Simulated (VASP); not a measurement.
Wanted: the native input for a VASP 6.6.1 run.

* Task: single point
* Functional: PBEsol
* Potentials or basis: VASP PAW PBE potentials, release 64 (Pb_d)
* Cutoff: 520 eV
* k mesh: 6 × 6 × 6
* Occupations: gaussian, width 0.1 eV
* Spin: no spin polarisation
* Dipole correction: no
* Further INCAR settings: ALGO = Normal; EDIFF = 1e-07; NBANDS = 21

The structure of Pb lies in POSCAR:

```
Pb
1.0
    0.0000000000      2.8324382166      6.0933023663
    1.7867863033      0.0000000000      6.0933023663
    1.7867863033      2.8324382166      0.0000000000
Pb
2
Direct
    0.8670465103      0.8670465103      0.1329534897
    0.1329534897      0.1329534897      0.8670465103
```

The input as run:

INCAR

```
ALGO = Normal ; EDIFF = 1E-7
ENCUT = 520 ; GGA = PS
ISIF = 2 ; ISMEAR = 0
LASPH = True ; LCHARG = True
LELF = True ; LREAL = False
LVHAR = True ; LWAVE = False
NBANDS = 21 ; NELM = 60
PREC = Accurate ; SIGMA = 0.1
```

KPOINTS

```
k-points
0
Gamma
  6 6 6
```

Potentials or basis: VASP PAW PBE potentials, release 64 (Pb_d).

Run with:

```console
$ cat potpaw_PBE.64/Pb_d/POTCAR > POTCAR
$ mpirun -np 1 vasp_std > vasp.out
```

It gave:

```
Pressure               : -0.1 GPa
Largest force          : 0.023 eV/Å
Band gap on the k mesh : zero (band 14 reaches 12.79 eV, above the bottom of band 15 at 5.50 eV)
```

Caveat: the PAW data sets were made with another functional, which shifts forces and pressure a little; spin-orbit coupling is left out, which moves the levels of the heavy elements.

Run time: 44 s on 1 thread of Intel(R) Xeon(R) 6975P-C (Granite Rapids), on a shared host, peak memory 0.25 GiB.
